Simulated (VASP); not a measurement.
# Hg2Se (Fmmm) in VASP: notebook

Runs on Hg2Se. Level: PBE. Tasks: single point, relaxation of cell and atoms.

Program: VASP 6.6.1. These are calculated values, not measurements. Logs are shortened: lines on timing, memory, paths and dates and some standing lists are left out, and cuts for length are marked.

### 1 The cell of the first run

The structure is orthorhombic, space group Fmmm (No. 69). The conventional cell has a = 5.985 Å, b = 7.146 Å, c = 7.477 Å, α = 90.00°, β = 90.00°, γ = 90.00°. Within 2.9 Å of Hg (site symmetry m2m) lie 1 Hg at 2.17 Å and 1 Se at 2.49 Å. Within 3.3 Å of Se (site symmetry mmm) lie 6 Hg at 2.49 to 3.18 Å.

### 2 Single point, PBE

Contents of INCAR:

```
PREC = Accurate
ENCUT = 520
EDIFF = 1E-6
ISMEAR = 0
SIGMA = 0.1
LREAL = F
LASPH = T
NELM = 80
ALGO = Normal
ISIF = 2
LWAVE = F
LCHARG = F
GGA = PE
NBANDS = 22
```

Contents of KPOINTS:

```
Automatic mesh
0
Gamma
  4 4 4
```

Contents of POSCAR:

```
Hg2Se
1.0
    0.0000000000      3.5732127800      3.7386198400
    2.9924034800      0.0000000000      3.7386198400
    2.9924034800      3.5732127800      0.0000000000
Hg Se
2 1
Direct
    0.8482725000      0.1517275000      0.8482725000
    0.1517275000      0.8482725000      0.1517275000
    0.5000000000      0.5000000000      0.5000000000
```

Potentials or basis: VASP PAW PBE potentials, release 64 (Hg, Se).

The run is started by

```bash
cat potpaw_PBE.64/Hg/POTCAR potpaw_PBE.64/Se/POTCAR > POTCAR
mpirun -np 1 vasp_std > vasp.out
```

OUTCAR:

```text
PREC = Accurate
   ENCUT = 520
   EDIFF = 1E-6
   ISMEAR = 0
   LREAL = F
   LASPH = T
   NELM = 80
   ISIF = 2
   GGA = PE

 ion  position               nearest neighbor table
   1  0.848  0.152  0.848-   2 2.17   3 2.49   3 3.18   3 3.18   2 3.31   2 3.31
   2  0.152  0.848  0.152-   1 2.17   3 2.49   3 3.18   3 3.18   1 3.31   1 3.31
   3  0.500  0.500  0.500-   1 2.49   2 2.49   2 3.18   2 3.18   1 3.18   1 3.18

  LATTYP: Found a face centered orthorhombic cell.
 ALAT       =     5.9848069600
 B/A-ratio  =     1.1940945811
 C/A-ratio  =     1.2493702353

  Lattice vectors:

 A1 = (   0.0000000000,   3.5732127800,   3.7386198400)
 A2 = (   2.9924034800,   0.0000000000,   3.7386198400)
 A3 = (   2.9924034800,   3.5732127800,   0.0000000000)

Analysis of symmetry for initial positions (statically):
=====================================================================
 Subroutine PRICEL returns:
 Original cell was already a primitive cell.

 Routine SETGRP: Setting up the symmetry group for a
 face centered orthorhombic supercell.

 Subroutine GETGRP returns: Found  8 space group operations
 (whereof  8 operations were pure point group operations)
 out of a pool of  8 trial point group operations.

The static configuration has the point symmetry D_2h.

Analysis of symmetry for dynamics (positions and initial velocities):
=====================================================================
 Subroutine PRICEL returns:
 Original cell was already a primitive cell.

 Routine SETGRP: Setting up the symmetry group for a
 face centered orthorhombic supercell.

 Subroutine GETGRP returns: Found  8 space group operations
 (whereof  8 operations were pure point group operations)
 out of a pool of  8 trial point group operations.

The dynamic configuration has the point symmetry D_2h.

 Subroutine INISYM returns: Found  8 space group operations
 (whereof  8 operations are pure point group operations),
 and found     1 'primitive' translations

----------------------------------------------------------------------------------------

                                     Primitive cell

  volume of cell :      79.9503

  direct lattice vectors                    reciprocal lattice vectors
     0.000000000  3.573212780  3.738619840    -0.167089767  0.139930094  0.133739193
     2.992403480  0.000000000  3.738619840     0.167089767 -0.139930094  0.133739193
     2.992403480  3.573212780  0.000000000     0.167089767  0.139930094 -0.133739193

  length of vectors
     5.171569189  4.788711402  4.660721849     0.255706068  0.255706068  0.255706068

  position of ions in fractional coordinates (direct lattice)
     0.848272500  0.151727500  0.848272500
     0.151727500  0.848272500  0.151727500
     0.500000000  0.500000000  0.500000000

  ion indices of the primitive-cell ions
   primitive index   ion index
                 1           1
                 2           2
                 3           3

----------------------------------------------------------------------------------------

 KPOINTS: Automatic mesh

Automatic generation of k-mesh.
 Grid dimensions read from file:
 generate k-points for:    4    4    4

 Generating k-lattice:

  Cartesian coordinates                     Fractional coordinates (reciprocal lattice)
    -0.041772442  0.034982523  0.033434798     0.250000000 -0.000000000 -0.000000000
     0.041772442 -0.034982523  0.033434798     0.000000000  0.250000000  0.000000000
     0.041772442  0.034982523 -0.033434798     0.000000000  0.000000000  0.250000000

  Length of vectors
     0.063926517  0.063926517  0.063926517

  Shift w.r.t. Gamma in fractional coordinates (k-lattice)
     0.000000000  0.000000000  0.000000000

 Subroutine IBZKPT returns following result:
 ===========================================

 Found     18 irreducible k-points:

 Following reciprocal coordinates:
            Coordinates               Weight
  0.000000  0.000000  0.000000      1.000000
  0.250000  0.000000  0.000000      8.000000
  0.500000  0.000000  0.000000      4.000000
  0.250000  0.250000  0.000000      2.000000
  0.500000  0.250000  0.000000      8.000000
 -0.250000  0.250000  0.000000      4.000000
[... 10 lines left out ...]
 -0.250000  0.250000  0.500000      2.000000
  0.000000  0.500000  0.500000      1.000000
   k-points           NKPTS =     18   k-points in BZ     NKDIM =     18   number of bands    NBANDS=     22
   number of dos      NEDOS =    301   number of ions     NIONS =      3
   total plane-waves  NPLWV =  51840
   dimension x,y,z NGX =    40 NGY =   36 NGZ =   36
   dimension x,y,z NGXF=    80 NGYF=   72 NGZF=   72
   ions per type =               2   1
   NGX,Y,Z   is equivalent  to a cutoff of  12.86, 12.50, 12.84 a.u.
   NGXF,Y,Z  is equivalent  to a cutoff of  25.72, 25.00, 25.68 a.u.
 SYSTEM =  unknown system
   PREC   = accura    normal or accurate (medium, high low for compatibility)
   ISTART =      0    job   : 0-new  1-cont  2-samecut
   ICHARG =      2    charge: 1-file 2-atom 10-const
   ISPIN  =      1    spin polarized calculation?
   LNONCOLLINEAR =      F non collinear calculations
   LSORBIT =      F    spin-orbit coupling
   LASPH  =      T    aspherical Exc in radial PAW
   ENCUT  =  520.0 eV  38.22 Ry    6.18 a.u.   9.62  8.90  8.67*2*pi/ulx,y,z
   NELM   =     80;   NELMIN=  2; NELMDL= -5     # of ELM steps
   EDIFF  = 0.1E-05   stopping-criterion for ELM
   LREAL  =      F    real-space projection
   EDIFFG = 0.1E-04   stopping-criterion for IOM
   NSW    =      0    number of steps for IOM
   IBRION =     -1    ionic relax: 0-MD 1-quasi-New 2-CG
   NFREE  =      0    steps in history (QN), initial steepest desc. (CG)
   ISIF   =      2    stress and relaxation
   ISYM   =      2    0-nonsym 1-usesym 2-fastsym
   POTIM  = 0.5000    time-step for ionic-motion
   TEBEG  =    0.0;   TEEND  =   0.0 temperature during run
   PSTRESS=    0.0 pullay stress
   NELECT =      30.0000    total number of electrons
   NUPDOWN=      -1.0000    fix difference up-down
   EMIN   =  10.00;   EMAX   =-10.00  energy-range for DOS
   EFERMI =   0.00;   METHOD = LEGACY
   ISMEAR =     0;   SIGMA  =   0.10  broadening in eV -4-tet -1-fermi 0-gaus
   EFERMI_NEDOS =   21; number of points for ismear=-14 and -15
   IALGO  =     38    algorithm
   IMIX   =      4    mixing-type and parameters
     AMIX     =   0.40;   BMIX     =  1.00
     AMIX_MAG =   1.60;   BMIX_MAG =  1.00
  volume/ion in A,a.u.               =      26.65       179.84
  Fermi-wavevector in a.u.,A,eV,Ry     =   1.180797  2.231382 18.970343  1.394281
  Thomas-Fermi vector in A             =   2.317082
   LORBIT       =      0    0 simple, 1 ext, 2 COOP (PROOUT), +10 PAW based schemes
   GGA     = PE    functional components
   LHFCALC =     F    Hartree Fock is set to
   AEXX    =    0.0000 exact exchange contribution
   IVDW    =     0    specifies the selected vdW correction
   LEPSILON=     F    determine dielectric tensor
   LRPA    =     F    only Hartree local field effects (RPA)
 non-spin polarized calculation
 Gauss-broadening in eV      SIGMA  =   0.10
  energy-cutoff  :      520.00
  volume of cell :       79.95
 maximum number of plane-waves:      2166
 NGX is ok and might be reduce to    40
   NGX = 19   NGY = 17   NGZ = 17

 number of electron      30.0000001 magnetization

 Free energy of the ion-electron system (eV)
  ---------------------------------------------------
  ext. energy  EPLUGINS =         0.00000000
  ---------------------------------------------------
  free energy    TOTEN  =        -1.06692342 eV

  energy without entropy =       -1.06443649  energy(sigma->0) =       -1.06567996

 E-fermi :   2.5521     XC(G=0):  -9.5406

 val. band max:        2.4390429252   @ k =   0.5000  -0.2500   0.2500
 cond. band min:       2.6573981510   @ k =   0.5000   0.2500   0.2500
 fundamental gap:      0.2183552259
 Fermi energy:         2.5521476066

 k-point     1 :       0.0000    0.0000    0.0000
  band No.  band energies     occupation
      1     -11.4327      2.00000
      2      -7.4254      2.00000
      3      -6.7931      2.00000
      4      -6.6268      2.00000
      5      -5.2245      2.00000
      6      -4.8516      2.00000
[... 14 lines left out ...]
     21       8.9913      0.00000
     22       9.1823      0.00000

 k-point     2 :       0.2500    0.0000    0.0000
  band No.  band energies     occupation
      1     -11.1585      2.00000
      2      -7.9867      2.00000
      3      -6.7573      2.00000
      4      -6.6118      2.00000
      5      -5.2109      2.00000
      6      -4.9335      2.00000
[... 14 lines left out ...]
     21       9.8809      0.00000
     22      10.8826      0.00000

 k-point     3 :       0.5000    0.0000    0.0000
  band No.  band energies     occupation
      1     -10.7958      2.00000
      2      -8.5720      2.00000
      3      -6.6203      2.00000
      4      -6.5900      2.00000
      5      -5.4101      2.00000
      6      -5.0547      2.00000
[... 14 lines left out ...]
     21      11.2710      0.00000
     22      12.5197      0.00000

 k-point     4 :       0.2500    0.2500    0.0000
  band No.  band energies     occupation
      1     -11.3525      2.00000
      2      -7.3961      2.00000
      3      -6.8149      2.00000
      4      -6.6103      2.00000
      5      -5.1290      2.00000
      6      -4.8325      2.00000
[... 14 lines left out ...]
     21       9.6377      0.00000
     22      11.5526      0.00000

 k-point     5 :       0.5000    0.2500    0.0000
  band No.  band energies     occupation
      1     -11.0676      2.00000
      2      -7.9897      2.00000
      3      -6.7743      2.00000
      4      -6.5917      2.00000
      5      -5.1448      2.00000
      6      -4.9116      2.00000
[... 14 lines left out ...]
     21      11.0085      0.00000
     22      12.2268      0.00000

 k-point     6 :      -0.2500    0.2500    0.0000
  band No.  band energies     occupation
      1     -10.7994      2.00000
      2      -8.5717      2.00000
      3      -6.6206      2.00000
      4      -6.5944      2.00000
      5      -5.4061      2.00000
      6      -5.0209      2.00000
[... 14 lines left out ...]
     21      10.4648      0.00000
     22      11.2592      0.00000

 k-point     7 :       0.5000    0.5000    0.0000
  band No.  band energies     occupation
      1     -11.2748      2.00000
      2      -7.3698      2.00000
      3      -6.8361      2.00000
      4      -6.5929      2.00000
      5      -4.9897      2.00000
      6      -4.8375      2.00000
[... 174 lines left out ...]
      6      -4.9354      2.00000
[... 14 lines left out ...]
     21      12.3416      0.00000
     22      12.6542      0.00000

 k-point    15 :       0.5000   -0.2500    0.2500
  band No.  band energies     occupation
      1     -11.1183      2.00000
      2      -7.4076      2.00000
      3      -6.7082      2.00000
      4      -6.5981      2.00000
      5      -5.0451      2.00000
      6      -5.0124      2.00000
[... 14 lines left out ...]
     21      11.1157      0.00000
     22      11.1329      0.00000

 k-point    16 :       0.5000    0.0000    0.5000
  band No.  band energies     occupation
      1     -11.0486      2.00000
      2      -7.4562      2.00000
      3      -6.6454      2.00000
      4      -6.5981      2.00000
      5      -5.2452      2.00000
      6      -4.9532      2.00000
[... 14 lines left out ...]
     21       9.9309      0.00000
     22      10.8152      0.00000

 k-point    17 :      -0.2500    0.2500    0.5000
  band No.  band energies     occupation
      1     -11.0415      2.00000
      2      -7.4386      2.00000
      3      -6.6534      2.00000
      4      -6.6502      2.00000
      5      -5.1490      2.00000
      6      -4.9720      2.00000
[... 14 lines left out ...]
     21       9.7678      0.00000
     22      12.2954      0.00000

 k-point    18 :       0.0000    0.5000    0.5000
  band No.  band energies     occupation
      1     -11.0384      2.00000
      2      -7.4216      2.00000
      3      -6.7140      2.00000
      4      -6.6549      2.00000
      5      -5.0404      2.00000
      6      -4.9938      2.00000
[... 14 lines left out ...]
     21      11.8783      0.00000
     22      12.1087      0.00000

------------------------ aborting loop because EDIFF is reached ----------------------------------------

  FORCE on cell =-STRESS in cart. coord.  units (eV):
  Direction    XX          YY          ZZ          XY          YZ          ZX
  --------------------------------------------------------------------------------------
  -------------------------------------------------------------------------------------
  Total        3.9116470     33.3674206      0.0947718      0.0000000      0.0000000      0.0000000
  in kB       78.3880592    668.6716119      1.8991932      0.0000000      0.0000000      0.0000000
  external PRESSURE =     249.6529547 kB  Pullay stress =       0.0000000 kB

 VOLUME and BASIS-vectors are now :
 -----------------------------------------------------------------------------
  energy-cutoff  :      520.00
  volume of cell :       79.95
      direct lattice vectors                 reciprocal lattice vectors
     0.000000000  3.573212780  3.738619840    -0.167089767  0.139930094  0.133739193
     2.992403480  0.000000000  3.738619840     0.167089767 -0.139930094  0.133739193
     2.992403480  3.573212780  0.000000000     0.167089767  0.139930094 -0.133739193

 POSITION                                       TOTAL-FORCE (eV/Angst)
 -----------------------------------------------------------------------------------
      2.99240      6.06212      3.73862        -0.000000    -11.034025      0.000000
      2.99240      1.08431      3.73862        -0.000000     11.034025      0.000000
      2.99240      3.57321      3.73862         0.000000      0.000000      0.000000
 -----------------------------------------------------------------------------------
    total drift:                                0.000000      0.000000     -0.000000

  FREE ENERGIE OF THE ION-ELECTRON SYSTEM (eV)
  ---------------------------------------------------
  free  energy   TOTEN  =        -1.0669234182 eV

  energy  without entropy=       -1.0644364937  energy(sigma->0) =       -1.06567996
```

It took 13 s on 1 thread of Intel Xeon 6975P-C (Granite Rapids), shared host; peak memory 0.22 GiB.

What came out:

```yaml
Free_energy: -1.0669 eV
Pressure: 25.0 GPa
Largest_force: 11.034 eV/Å
Band_gap_on_the_k_mesh: 0.22 eV, indirect (least direct gap 0.71 eV)
```

Forces on the atoms (eV/Å):
```
Hg    0.000 -11.034   0.000
Hg    0.000  11.034   0.000
Se    0.000   0.000   0.000
```

Stress tensor (GPa, compression positive):
```
 7.84  0.00  0.00
 0.00 66.87  0.00
 0.00  0.00  0.19
```

Levels at points of the mesh, in eV from the valence-band top:
| k point | band 12 | band 13 | band 14 | band 15 | band 16 | band 17 | band 18 | band 19 |
| --- | --- | --- | --- | --- | --- | --- | --- | --- |
| (0.00, 0.00, 0.00) | -5.34 | -2.51 | -1.47 | -1.42 | 3.32 | 3.81 | 4.37 | 4.92 |
| (0.50, 0.00, 0.00) | -5.53 | -2.94 | -1.42 | -0.60 | 0.45 | 1.82 | 3.54 | 5.50 |
| (0.50, 0.50, 0.00) | -4.89 | -3.80 | -3.20 | -1.75 | 2.07 | 3.53 | 4.65 | 5.23 |
| (0.50, 0.00, 0.50) | -6.04 | -4.25 | -3.63 | -2.03 | 4.01 | 5.04 | 5.08 | 5.97 |
| (0.00, 0.50, 0.50) | -5.09 | -4.52 | -4.24 | -1.81 | 1.73 | 4.55 | 5.01 | 5.67 |

Caveat: spin-orbit coupling is left out, which moves the levels of the heavy elements; forces of over 1 eV/Å act on the atoms, so gaps and moduli don't describe the material at rest.

### 3 Single point, PBE

This run uses another cell than the first one, of 28.84 Å³/atom, 1.082 times its volume.

Contents of INCAR:

```
PREC = Accurate ; ENCUT = 520
EDIFF = 1E-6 ; ISMEAR = 0
SIGMA = 0.1 ; LREAL = False
LASPH = True ; NELM = 60
ALGO = Normal ; ISIF = 2
LWAVE = False ; LCHARG = False
GGA = PE ; NBANDS = 22
```

Contents of KPOINTS:

```
regular mesh
0
Gamma
  4 4 4
```

Contents of POSCAR:

```
Hg2Se
1.0
    0.0000000000      4.0373126080      3.5126058861
    3.0507443811      0.0000000000      3.5126058861
    3.0507443811      4.0373126080      0.0000000000
Hg Se
2 1
Direct
    0.8320549078      0.1679450922      0.8320549078
    0.1679450922      0.8320549078      0.1679450922
    0.5000000000      0.5000000000      0.5000000000
```

Potentials or basis: VASP PAW PBE potentials, release 64 (Hg, Se).

The run is started by

```bash
cat potpaw_PBE.64/Hg/POTCAR potpaw_PBE.64/Se/POTCAR > POTCAR
mpirun -np 1 vasp_std > vasp.out
```

Wall time 14 s (1 thread of Intel Xeon 6975P-C (Granite Rapids), shared host); peak memory 0.23 GiB.

The run converged. Its results:

| Quantity | Value |
| --- | --- |
| Free energy | -3.5477 eV |
| Pressure | 0.3 GPa |
| Largest force | 0.039 eV/Å |
| Band gap on the k mesh | zero (band 15 reaches 1.57 eV, above the bottom of band 16 at 0.93 eV) |

Forces on the atoms (eV/Å):
```
Hg   0.000 -0.039  0.000
Hg   0.000  0.039  0.000
Se   0.000  0.000  0.000
```

Stress tensor (GPa, compression positive):
```
 0.08  0.00  0.00
 0.00  0.81  0.00
 0.00  0.00 -0.01
```

Levels at points of the mesh, in eV from the Fermi level:
```tsv
k point	band 12	band 13	band 14	band 15	band 16	band 17	band 18	band 19
(0.00, 0.00, 0.00)	-4.61	-1.78	-0.85	-0.71	2.49	3.10	3.42	4.54
(0.50, 0.00, 0.00)	-4.82	-2.43	-1.43	-0.85	0.81	3.02	4.39	5.21
(0.50, 0.50, 0.00)	-3.68	-2.92	-2.73	-1.29	1.74	2.74	3.75	4.04
(0.50, 0.00, 0.50)	-5.81	-2.81	-2.33	-1.37	3.07	4.84	5.65	5.82
(0.00, 0.50, 0.50)	-4.01	-3.22	-3.17	-1.32	1.52	3.15	4.56	5.11
```

Caveat: the k points lie up to 0.39 Å⁻¹ apart; spin-orbit coupling is left out, which moves the levels of the heavy elements.

[end of part 1 of 2]
